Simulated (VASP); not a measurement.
The system is Pd.

```xyz
1
Lattice="2.4834 0.0000 0.0000 0.0000 2.4834 0.0000 0.0000 0.0000 2.4834" Properties=species:S:1:pos:R:3 pbc="T T T"
Pd    0.0000    0.0000    0.0000
```

```yaml
Program: VASP 6.6.1
Task: relaxation of cell and atoms
Functional: LDA
Potentials_or_basis: VASP PAW LDA potentials, release 64 (Pd)
Cutoff: 600 eV
k_mesh: 15 × 15 × 15
Occupations: fermi-dirac, width 0.1 eV
Spin: no spin polarisation
```

At the start: pressure 13.2 GPa; volume 15.32 Å³/atom.

Q: How do energy, volume and symmetry change on relaxing?

A: Over 4 steps the energy falls by 40.6 meV/atom and the volume is 16.38 Å³/atom (+6.9 %); space group Pm-3m (No. 221, to 0.05 Å).

Step by step:
```csv
step,energy change (eV),largest force (eV/Å),pressure (GPa),volume (Å³)
1,0.0000,0.0000,13.23,15.32
2,0.0518,0.0000,-13.68,18.29
3,-0.0406,0.0000,-0.35,16.41
4,-0.0406,0.0000,-0.03,16.38
```

Final structure:
```
Pd
1.0
     2.53942    0.00000    0.00000
     0.00000    2.53942    0.00000
     0.00000    0.00000    2.53942
Pd
1
Direct
  0.00000 0.00000 0.00000
```
